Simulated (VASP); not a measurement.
# CoPtO2 (R-3m) in VASP: single point with PBE

Aim: the single point of CoPtO2 with PBE.

Everything below comes from runs of VASP 6.6.1. Logs are shortened: lines on timing, memory, paths and dates and some standing lists are left out, and cuts for length are marked.

## 1. The cell of the first run

It takes space group R-3m (No. 166, trigonal). Conventional cell: a = 2.825 Å, b = 2.825 Å, c = 17.818 Å, α = 90.00°, β = 90.00°, γ = 120.00°. Within 2.5 Å of Co (site symmetry -3m) lie 6 O at 1.90 Å. Pt (site symmetry -3m) has 2 O at 2.00 Å within 2.6 Å. Within 2.6 Å of O (site symmetry 3m) lie 3 Co at 1.90 Å and 1 Pt at 2.00 Å and 3 O at 2.53 Å.

## 2. Single point, PBE, collinear spin, ferromagnetic start

Contents of INCAR:

```
SYSTEM = CoPtO2
  PREC = Accurate
  ENCUT = 520
  EDIFF = 1E-6
  ISMEAR = -1
  SIGMA = 0.05
  LREAL = .False.
  LASPH = .True.
  NELM = 150
  ALGO = Normal
  ISIF = 2
  LWAVE = .False.
  LCHARG = .False.
  ISPIN = 2
  MAGMOM = 2 0.6 0 0
  LORBIT = 11
  LMAXMIX = 4
  GGA = PE
  NBANDS = 28
```

Contents of KPOINTS:

```
regular mesh
0
Gamma
  12 12 12
  0 0 0
```

Contents of POSCAR:

```
CoPtO2
1.0
    1.4122699173      0.8153744169      5.9393891094
   -1.4122699173      0.8153744169      5.9393891094
    0.0000000000     -1.6307488338      5.9393891094
Co Pt O
1 1 2
Direct
    0.5000000000      0.5000000000      0.5000000000
    0.0000000000      0.0000000000      0.0000000000
    0.8877559700      0.8877559700      0.8877559700
    0.1122440300      0.1122440300      0.1122440300
```

Potentials or basis: VASP PAW PBE potentials, release 64 (Co, Pt, O).

Run with:

```console
$ cat potpaw_PBE.64/Co/POTCAR potpaw_PBE.64/Pt/POTCAR potpaw_PBE.64/O/POTCAR > POTCAR
$ mpirun -np 1 vasp_std > vasp.out
```

OUTCAR:

```text
SYSTEM = CoPtO2
   PREC = Accurate
   ENCUT = 520
   EDIFF = 1E-6
   ISMEAR = -1
   LREAL = .False.
   LASPH = .True.
   NELM = 150
   ISIF = 2
   ISPIN = 2
   LORBIT = 11
   GGA = PE

 ion  position               nearest neighbor table
   1  0.500  0.500  0.500-   4 1.90   3 1.90   4 1.90   4 1.90   3 1.90   3 1.90
   2  0.000  0.000  0.000-   3 2.00   4 2.00
   3  0.888  0.888  0.888-   1 1.90   1 1.90   1 1.90   2 2.00
   4  0.112  0.112  0.112-   1 1.90   1 1.90   1 1.90   2 2.00

  LATTYP: Found a trigonal (rhomboedric) cell.
 ALAT       =     6.1591951383
 COS(alpha) =     0.8948480128

  Lattice vectors:

 A1 = (   1.4122699173,   0.8153744169,   5.9393891094)
 A2 = (  -1.4122699173,   0.8153744169,   5.9393891094)
 A3 = (   0.0000000000,  -1.6307488338,   5.9393891094)

Analysis of symmetry for initial positions (statically):
=====================================================================
 Subroutine PRICEL returns:
 Original cell was already a primitive cell.

 Routine SETGRP: Setting up the symmetry group for a
 trigonal (rhombohedral) supercell.

 Subroutine GETGRP returns: Found 12 space group operations
 (whereof 12 operations were pure point group operations)
 out of a pool of 12 trial point group operations.

The static configuration has the point symmetry D_3d.

Analysis of symmetry for dynamics (positions and initial velocities):
=====================================================================
 Subroutine PRICEL returns:
 Original cell was already a primitive cell.

 Routine SETGRP: Setting up the symmetry group for a
 trigonal (rhombohedral) supercell.

 Subroutine GETGRP returns: Found 12 space group operations
 (whereof 12 operations were pure point group operations)
 out of a pool of 12 trial point group operations.

The dynamic configuration has the point symmetry D_3d.

Analysis of structural, dynamic, and magnetic symmetry:
=====================================================================
 Subroutine PRICEL returns:
 Original cell was already a primitive cell.

 Routine SETGRP: Setting up the symmetry group for a
 trigonal (rhombohedral) supercell.

 Subroutine GETGRP returns: Found 12 space group operations
 (whereof 12 operations were pure point group operations)
 out of a pool of 12 trial point group operations.

The overall configuration has the point symmetry D_3d.

 Subroutine INISYM returns: Found 12 space group operations
 (whereof 12 operations are pure point group operations),
 and found     1 'primitive' translations

----------------------------------------------------------------------------------------

                                     Primitive cell

  volume of cell :      41.0363

  direct lattice vectors                    reciprocal lattice vectors
     1.412269917  0.815374417  5.939389109     0.354039971  0.204405072  0.056122495
    -1.412269917  0.815374417  5.939389109    -0.354039971  0.204405072  0.056122495
     0.000000000 -1.630748834  5.939389109     0.000000000 -0.408810145  0.056122495

  length of vectors
     6.159195138  6.159195138  6.159195138     0.412644482  0.412644482  0.412644482

  position of ions in fractional coordinates (direct lattice)
     0.500000000  0.500000000  0.500000000
     0.000000000  0.000000000  0.000000000
     0.887755970  0.887755970  0.887755970
     0.112244030  0.112244030  0.112244030

  ion indices of the primitive-cell ions
   primitive index   ion index
                 1           1
                 2           2
                 3           3
                 4           4

----------------------------------------------------------------------------------------

 KPOINTS: regular mesh

Automatic generation of k-mesh.
 Grid dimensions read from file:
 generate k-points for:   12   12   12

 Generating k-lattice:

  Cartesian coordinates                     Fractional coordinates (reciprocal lattice)
     0.029503331  0.017033756  0.004676875     0.083333333 -0.000000000  0.000000000
    -0.029503331  0.017033756  0.004676875    -0.000000000  0.083333333  0.000000000
     0.000000000 -0.034067512  0.004676875     0.000000000  0.000000000  0.083333333

  Length of vectors
     0.034387040  0.034387040  0.034387040

  Shift w.r.t. Gamma in fractional coordinates (k-lattice)
     0.000000000  0.000000000  0.000000000

 Subroutine IBZKPT returns following result:
 ===========================================

 Found    189 irreducible k-points:

 Following reciprocal coordinates:
            Coordinates               Weight
  0.000000  0.000000  0.000000      1.000000
  0.083333 -0.000000  0.000000      6.000000
  0.166667 -0.000000  0.000000      6.000000
  0.250000  0.000000  0.000000      6.000000
  0.333333  0.000000  0.000000      6.000000
  0.416667  0.000000  0.000000      6.000000
[... 16 lines left out ...]
  0.500000  0.166667  0.000000     12.000000
 -0.416667  0.166667 -0.000000     12.000000
 [... further k-points ...]
   k-points           NKPTS =    189   k-points in BZ     NKDIM =    189   number of bands    NBANDS=     28
   number of dos      NEDOS =    301   number of ions     NIONS =      4
   total plane-waves  NPLWV = 110592
   dimension x,y,z NGX =    48 NGY =   48 NGZ =   48
   dimension x,y,z NGXF=    96 NGYF=   96 NGZF=   96
   ions per type =               1   1   2
   NGX,Y,Z   is equivalent  to a cutoff of  12.96, 12.96, 12.96 a.u.
   NGXF,Y,Z  is equivalent  to a cutoff of  25.91, 25.91, 25.91 a.u.
 SYSTEM =  CoPtO2
   PREC   = accura    normal or accurate (medium, high low for compatibility)
   ISTART =      0    job   : 0-new  1-cont  2-samecut
   ICHARG =      2    charge: 1-file 2-atom 10-const
   ISPIN  =      2    spin polarized calculation?
   LNONCOLLINEAR =      F non collinear calculations
   LSORBIT =      F    spin-orbit coupling
   LASPH  =      T    aspherical Exc in radial PAW
   ENCUT  =  520.0 eV  38.22 Ry    6.18 a.u.  11.45 11.45 11.45*2*pi/ulx,y,z
   NELM   =    150;   NELMIN=  2; NELMDL= -5     # of ELM steps
   EDIFF  = 0.1E-05   stopping-criterion for ELM
   LREAL  =      F    real-space projection
   EDIFFG = 0.1E-04   stopping-criterion for IOM
   NSW    =      0    number of steps for IOM
   IBRION =     -1    ionic relax: 0-MD 1-quasi-New 2-CG
   NFREE  =      0    steps in history (QN), initial steepest desc. (CG)
   ISIF   =      2    stress and relaxation
   ISYM   =      2    0-nonsym 1-usesym 2-fastsym
   POTIM  = 0.5000    time-step for ionic-motion
   TEBEG  =    0.0;   TEEND  =   0.0 temperature during run
   PSTRESS=    0.0 pullay stress
   NELECT =      31.0000    total number of electrons
   NUPDOWN=      -1.0000    fix difference up-down
   EMIN   =  10.00;   EMAX   =-10.00  energy-range for DOS
   EFERMI =   0.00;   METHOD = LEGACY
   ISMEAR =    -1;   SIGMA  =   0.05  broadening in eV -4-tet -1-fermi 0-gaus
   EFERMI_NEDOS =   21; number of points for ismear=-14 and -15
   IALGO  =     38    algorithm
   IMIX   =      4    mixing-type and parameters
     AMIX     =   0.40;   BMIX     =  1.00
     AMIX_MAG =   1.60;   BMIX_MAG =  1.00
  volume/ion in A,a.u.               =      10.26        69.23
  Fermi-wavevector in a.u.,A,eV,Ry     =   1.490983  2.817550 30.246177  2.223031
  Thomas-Fermi vector in A             =   2.603696
   LORBIT       =     11    0 simple, 1 ext, 2 COOP (PROOUT), +10 PAW based schemes
   GGA     = PE    functional components
   LHFCALC =     F    Hartree Fock is set to
   AEXX    =    0.0000 exact exchange contribution
   IVDW    =     0    specifies the selected vdW correction
   LEPSILON=     F    determine dielectric tensor
   LRPA    =     F    only Hartree local field effects (RPA)
 spin polarized calculation
  energy-cutoff  :      520.00
  volume of cell :       41.04
 maximum number of plane-waves:      1122
 NGX is ok and might be reduce to    48
   NGX = 23   NGY = 23   NGZ = 23

 number of electron      30.9999999 magnetization      -0.0126566

 number of electron      30.9999999 magnetization       0.0003015

 Free energy of the ion-electron system (eV)
  ---------------------------------------------------
  ext. energy  EPLUGINS =         0.00000000
  ---------------------------------------------------
  free energy    TOTEN  =       -26.41682766 eV

  energy without entropy =      -26.40613581  energy(sigma->0) =      -26.41148173

 E-fermi :   8.8253     XC(G=0): -12.6852

 val. band max:        8.8108583888   @ k =  -0.2500  -0.3333   0.0833
 cond. band min:       8.8292536174   @ k =  -0.1667   0.2500   0.1667
 fundamental gap:      0.0183952286
 Fermi energy:         8.8252859728

 spin component 1

 k-point     1 :       0.0000    0.0000    0.0000
  band No.  band energies     occupation
      1     -12.8551      1.00000
      2     -10.9523      1.00000
      3      -0.9151      1.00000
      4       1.6590      1.00000
      5       2.2338      1.00000
      6       2.2338      1.00000
[... 19 lines left out ...]
     26      27.1345      0.00000
     27      30.3367      0.00000
[... 667 lines left out ...]
      5       1.8467      1.00000
      6       2.4594      1.00000
[... 19 lines left out ...]
     26      24.6704      0.00000
     27      26.0675      0.00000

 [... further k-points ...]

 spin component 2

 k-point     1 :       0.0000    0.0000    0.0000
  band No.  band energies     occupation
      1     -12.8549      1.00000
      2     -10.9521      1.00000
      3      -0.9151      1.00000
      4       1.6590      1.00000
      5       2.2339      1.00000
      6       2.2339      1.00000
[... 19 lines left out ...]
     26      27.1345      0.00000
     27      30.3366      0.00000
[... 667 lines left out ...]
      5       1.8468      1.00000
      6       2.4595      1.00000
[... 19 lines left out ...]
     26      24.6704      0.00000
     27      26.0674      0.00000

 [... further k-points ...]

 [bands above 27 left out]

------------------------ aborting loop because EDIFF is reached ----------------------------------------

  FORCE on cell =-STRESS in cart. coord.  units (eV):
  Direction    XX          YY          ZZ          XY          YZ          ZX
  --------------------------------------------------------------------------------------
  -------------------------------------------------------------------------------------
  Total        1.5278210      1.5278210      1.8311316      0.0000000     -0.0000000      0.0000000
  in kB       59.6506576     59.6506576     71.4928019      0.0000000     -0.0000000      0.0000000
  external PRESSURE =      63.5980390 kB  Pullay stress =       0.0000000 kB

 VOLUME and BASIS-vectors are now :
 -----------------------------------------------------------------------------
  energy-cutoff  :      520.00
  volume of cell :       41.04
      direct lattice vectors                 reciprocal lattice vectors
     1.412269917  0.815374417  5.939389109     0.354039971  0.204405072  0.056122495
    -1.412269917  0.815374417  5.939389109    -0.354039971  0.204405072  0.056122495
     0.000000000 -1.630748834  5.939389109     0.000000000 -0.408810145  0.056122495

 POSITION                                       TOTAL-FORCE (eV/Angst)
 -----------------------------------------------------------------------------------
      0.00000      0.00000      8.90908        -0.000000      0.000000      0.000000
      0.00000      0.00000      0.00000         0.000000      0.000000      0.000000
      0.00000      0.00000     15.81818        -0.000000     -0.000000      0.050773
      0.00000      0.00000      1.99998        -0.000000      0.000000     -0.050773
 -----------------------------------------------------------------------------------
    total drift:                                0.000000      0.000000     -0.000000

  FREE ENERGIE OF THE ION-ELECTRON SYSTEM (eV)
  ---------------------------------------------------
  free  energy   TOTEN  =       -26.4168276557 eV

  energy  without entropy=      -26.4061358114  energy(sigma->0) =      -26.41148173

 total charge

# of ion       s       p       d       tot
------------------------------------------
    1        0.432   0.668   7.364   8.464
    2        0.649   0.573   8.010   9.232
    3        1.557   3.458   0.000   5.016
    4        1.557   3.458   0.000   5.016
--------------------------------------------------
tot          4.195   8.158  15.374  27.727

 magnetization (x)

# of ion       s       p       d       tot
------------------------------------------
    1       -0.000  -0.000  -0.000  -0.000
    2       -0.000  -0.000   0.000  -0.000
    3        0.000   0.000   0.000   0.000
    4        0.000   0.000   0.000   0.000
--------------------------------------------------
tot          0.000   0.000  -0.000   0.000
```

It took 13 min on 1 thread of Intel Xeon 6975P-C (Granite Rapids), shared host; peak memory 0.66 GiB.

Results:

* Free energy: -26.4168 eV
* Pressure: 6.4 GPa
* Largest force: 0.051 eV/Å
* Net moment: 0.00 μB per cell
* Valence electrons inside the program's atomic spheres: Co 8.46; Pt 9.23; O 5.02

Forces in eV/Å, atoms in the order of the input:
```
Co   0.000  0.000  0.000
Pt   0.000  0.000  0.000
O    0.000  0.000  0.051
O    0.000  0.000 -0.051
```

Caveat: the cell stands under pressure; the moments typed at the start vanished in this run; spin-orbit coupling is left out, which moves the levels of the heavy elements; semilocal functionals often make such compounds metallic where correlation or magnetic order opens a gap, which also shifts bond lengths. With open d or f shells a metallic result of PBE can be an artefact of self-interaction; +U or a hybrid may open a gap.
